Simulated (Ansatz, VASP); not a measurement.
# One calculation of Gd, two programs

```xyz
1
Lattice="-2.0516 2.0516 2.0516 2.0516 -2.0516 2.0516 2.0516 2.0516 -2.0516" Properties=species:S:1:pos:R:3 pbc="T T T"
Gd    0.0000    0.0000    0.0000
```

Alike in both runs: task single point; functional r2SCAN; k mesh 9 × 9 × 9; occupations fermi-dirac, width 0.05 eV; collinear spin.

```csv
,VASP,Ansatz
version,VASP 6.6.1,Ansatz 0.2.0
potentials or method,"VASP PAW PBE potentials, release 64 (Gd)",Ansatz PAW
plane-wave cutoff (eV),520,500
valence electrons in the cell,18,18
```

VASP gave:

| Quantity | Value |
| --- | --- |
| gap on the k mesh at the Fermi level (eV) | none |
| pressure (GPa) | -0.7 |
| net moment per atom (μB) | 8.05 |
| size of the moment on the site where the two differ most (μB) | 7.12 |

Task: Estimate Ansatz's values.

Result: gap on the k mesh at the Fermi level (eV): none; pressure (GPa): -0.7; net moment per atom (μB): 8.08; size of the moment on the site where the two differ most (μB): 7.61.

VASP's potentials were made for PBE, not for r2SCAN. Site moments also hang on the region over which each program counts them. A gap of «none» marks a metal or a gap that the smearing closes.

Neither program's run includes spin-orbit coupling. Noted on Ansatz's run: the magnetic or orbital state may not be the lowest.
